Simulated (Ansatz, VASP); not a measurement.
B in VASP and in Ansatz

```xyz
8
Lattice="-0.0001 -0.0002 -1.9033 -0.0032 -4.0115 0.0006 -8.0204 -0.0066 0.0006" Properties=species:S:1:pos:R:3 pbc="T T T"
B    -6.0161   -3.1591    0.0012
B    -2.0062   -3.1559    0.0000
B    -6.0175   -0.8627    0.0013
B    -2.0072   -0.8589    0.0002
B    -4.8702   -2.0108   -0.9509
B    -0.8602   -2.0072   -0.9515
B    -7.1636   -2.0108   -0.9505
B    -3.1536   -2.0072   -0.9514
```

Change from the starting cell: cell x2, atoms moved at random (sigma 0.1 Å) and cell strained at random (1.5 %), then relaxed without symmetry.

Alike in both runs: functional PBE; k mesh 12 × 6 × 4; occupations gaussian, width 0.2 eV; no spin polarisation.

Ansatz relaxed the structure, and its values are those at the end. VASP's run is a single point on that final structure, the one shown.

|  | VASP | Ansatz |
| --- | --- | --- |
| version | VASP 6.6.1 | Ansatz 0.2.0 |
| potentials or method | VASP PAW PBE potentials, release 64 (B), cutoff 520 eV | scalar-relativistic, plane waves, PAW |
| valence electrons in the cell | 24 | 24 |

Ansatz gave:

* gap on the k mesh at the Fermi level (eV): none
* pressure (GPa): 0.0
* rms of the force components (eV/Å): 0.004

Task: Estimate VASP's values.

Result: gap on the k mesh at the Fermi level (eV): none; pressure (GPa): 0.0; rms of the force components (eV/Å): 0.005.

A gap of «none» marks a metal or a gap that the smearing closes. The functional is the same, so the differences come from potentials, cutoffs and numerics.
